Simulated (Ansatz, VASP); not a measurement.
# Ca4AlO in VASP and in Ansatz

File INCAR:

```
PREC = Accurate ; ENCUT = 600
EDIFF = 1E-7 ; ISMEAR = 0
SIGMA = 0.1 ; LREAL = False
LASPH = True ; NELM = 100
ALGO = Normal ; ISIF = 3
LWAVE = False ; LCHARG = False
GGA = PE ; IBRION = 2
NSW = 100 ; EDIFFG = -0.01
```

File KPOINTS:

```
Automatic mesh
0
Gamma
  8 8 8
```

The input POSCAR:

```
Ca4AlO
1.0
    0.0000000000      4.5448622060      4.5448622060
    4.5448622060      0.0000000000      4.5448622060
    4.5448622060      4.5448622060      0.0000000000
Ca Al O
4 1 1
Direct
    0.6245767610      0.6245767610      0.1262697170
    0.6245767610      0.6245767610      0.6245767610
    0.6245767610      0.1262697170      0.6245767610
    0.1262697170      0.6245767610      0.6245767610
    0.2500000000      0.2500000000      0.2500000000
    0.0000000000      0.0000000000      0.0000000000
```

Input for Ansatz:

```yaml
crystal:
  lattice:
    - [0.0, 4.544862206, 4.544862206]
    - [4.544862206, 0.0, 4.544862206]
    - [4.544862206, 4.544862206, 0.0]
  atoms:
    - { symbol: Ca, position: [0.624576761, 0.624576761, 0.126269717] }
    - { symbol: Ca, position: [0.624576761, 0.624576761, 0.624576761] }
    - { symbol: Ca, position: [0.624576761, 0.126269717, 0.624576761] }
    - { symbol: Ca, position: [0.126269717, 0.624576761, 0.624576761] }
    - { symbol: Al, position: [0.25, 0.25, 0.25] }
    - { symbol: O, position: [0.0, 0.0, 0.0] }
basis:
  ecutwfc: 420
kpoints:
  mp_grid: { grid: [8, 8, 8] }
hamiltonian:
  xc: pbe
scf:
  occupations: { method: gaussian, width: 0.1 }
output:
  forces: true
  stress: true
  eigenvalues: true
relax:
  adjacent_minimum: "off"
  f_tol: 0.01
  max_steps: 80
  cell: { stress_tol: 0.05 }
```

Change from the starting cell: species swapped into the TbMgCo4 type (F-43m, No. 216).

Alike in both runs: task relaxation of cell and atoms; functional PBE; k mesh 8 × 8 × 8; occupations gaussian, width 0.1 eV; no spin polarisation.

```csv
,VASP,Ansatz
version,VASP 6.6.1,Ansatz 0.2.0
potentials or method,"VASP PAW PBE potentials, release 64 (Ca_sv, Al, O), cutoff 600 eV","scalar-relativistic, plane waves, PAW"
valence electrons in the cell,49,49
```

```csv
,VASP,Ansatz,Ansatz less VASP
"gap on the k mesh at the Fermi level, each at its own relaxed structure (eV)",none,none,-
relaxed volume (Å³/atom),31.29,31.29,0.000
relaxed cell length with the largest relative difference (Å),6.427,6.427,0.0000
```

A gap of «none» marks a metal or a gap that the smearing closes.

Noted on VASP's run: the relaxation stopped at its first step, so nothing moved.
